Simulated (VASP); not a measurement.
## Ge2Se3: single point with PBE

Crystal: Ge2Se3.

```xyz
5
Lattice="3.8163 0.0000 0.0000 -1.9081 3.3050 0.0000 0.0000 0.0000 9.2466" Properties=species:S:1:pos:R:3 pbc="T T T"
Ge    0.0000    2.2033    1.6931
Ge    1.9081    1.1017    7.5535
Se    0.0000    0.0000    0.0000
Se    0.0000    2.2033    6.1705
Se    1.9081    1.1017    3.0760
```

| Quantity | Value |
| --- | --- |
| Program | VASP 6.6.1 |
| Task | single point |
| Functional | PBE |
| Potentials or basis | VASP PAW PBE potentials, release 64 (Ge_d, Se) |
| Cutoff | 500 eV |
| k mesh | 6 × 6 × 4 |
| Occupations | gaussian, width 0.1 eV |
| Spin | no spin polarisation |

```json
{"Pressure": "0.2 GPa", "Largest force": "0.036 eV/Å", "Band gap on the k mesh": "zero (bands 23 and 24 overlap by 0.75 eV)"}
```

Forces on the atoms (eV/Å):
```
Ge   0.000  0.000 -0.029
Ge   0.000  0.000  0.029
Se   0.000  0.000  0.000
Se   0.000  0.000 -0.036
Se   0.000  0.000  0.036
```

Stress tensor (GPa, compression positive):
```
0.09 0.00 0.00
0.00 0.09 0.00
0.00 0.00 0.30
```

Levels at points of the mesh, in eV from the Fermi level:
```tsv
k point	band 21	band 22	band 23	band 24	band 25	band 26
(0.00, 0.00, 0.00)	-1.25	-1.25	-1.22	0.73	1.42	2.30
(0.50, 0.00, 0.00)	-2.29	-1.94	-1.51	0.16	2.12	3.49
(0.00, 0.00, 0.50)	-1.36	-1.36	0.02	0.30	1.44	2.29
(0.50, 0.00, 0.50)	-1.71	-1.31	-1.13	-0.38	2.03	3.10
```

Run time: 32 s on 1 thread of Intel(R) Xeon(R) 6975P-C (Granite Rapids), with other jobs on the host, peak memory 0.25 GiB.

Caveat: this functional lacks dispersion, which binds the layers, so the pressure and a relaxed spacing across them are unreliable.
